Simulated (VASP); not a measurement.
Wanted: the native input for a VASP 6.6.1 run.

| Item | Value |
| --- | --- |
| Task | relaxation of cell and atoms |
| Functional | PBE |
| Potentials or basis | VASP PAW PBE potentials, release 64 (Mg, Nb_sv, O) |
| Cutoff | 600 eV |
| k mesh | 3 × 3 × 6 |
| Occupations | gaussian, width 0.1 eV |
| Spin | collinear spin |
| Starting moments | [0.0, 0.0, 0.0, 2.74, 0.0, 0.0] μB |
| Dipole correction | no |
| Further INCAR settings | ALGO = Normal; EDIFF = 1e-06; IBRION = 2; EDIFFG = -0.04; NSW = 90; ISIF = 3 |

The structure of Mg3NbO2 lies in POSCAR:

```
Mg3NbO2
1.0
    6.5590078888      0.0000000000      0.0000000000
   -3.2795039444      5.6802674553      0.0000000000
    0.0000000000      0.0000000000      3.1853782813
Mg Nb O
3 1 2
Direct
    0.5000000000      0.0000000000      0.5000000000
    0.0000000000      0.5000000000      0.5000000000
    0.5000000000      0.5000000000      0.5000000000
    0.0000000000      0.0000000000      0.5000000000
    0.3333333333      0.6666666667      0.5000000000
    0.6666666667      0.3333333333      0.5000000000
```

The cell was built from a structure type or drawn by symmetry, and may not be a known phase.

The input as run:

INCAR

```
SYSTEM = Mg3NbO2
PREC = Accurate ; ENCUT = 600
EDIFF = 1E-6 ; ISMEAR = 0
SIGMA = 0.1 ; LREAL = .FALSE.
LASPH = .TRUE. ; NELM = 150
ALGO = Normal ; ISIF = 3
LWAVE = .FALSE. ; LCHARG = .FALSE.
ISPIN = 2 ; MAGMOM = 0 0 0 2.74 0 0
LORBIT = 11 ; LMAXMIX = 4
GGA = PE ; IBRION = 2
NSW = 90 ; EDIFFG = -0.04
```

KPOINTS

```
regular mesh
0
G
  3 3 6
  0 0 0
```

Potentials or basis: VASP PAW PBE potentials, release 64 (Mg, Nb_sv, O).

The run is started by

```sh
$ cat potpaw_PBE.64/Mg/POTCAR potpaw_PBE.64/Nb_sv/POTCAR potpaw_PBE.64/O/POTCAR > POTCAR
$ mpirun -np 1 vasp_std > vasp.out
```

Results of the run:

```json
{
  "Relaxed volume": "19.39 Å³/atom",
  "Relaxed cell": "a = 6.558 Å, b = 6.558 Å, c = 3.124 Å, α = 90.00°, β = 90.00°, γ = 120.00°",
  "Space group after relaxing (to 0.1 Å)": "P6/mmm (No. 191)",
  "Energy gained by relaxing": "1.2 meV/atom",
  "Ionic steps": "5",
  "Pressure after relaxing": "0.0 GPa",
  "Net moment": "3.65 μB per cell",
  "Site moments": "Mg +0.01; Nb +1.94; O +0.10 μB",
  "Valence electrons inside the program's atomic spheres": "Mg 0.40; Nb 10.60; O 5.05"
}
```

Caveat: the k points lie up to 0.37 Å⁻¹ apart in the final cell.

Wall time 13 min on 1 thread of Intel Xeon 8259CL (shared host), peak memory 0.37 GiB.
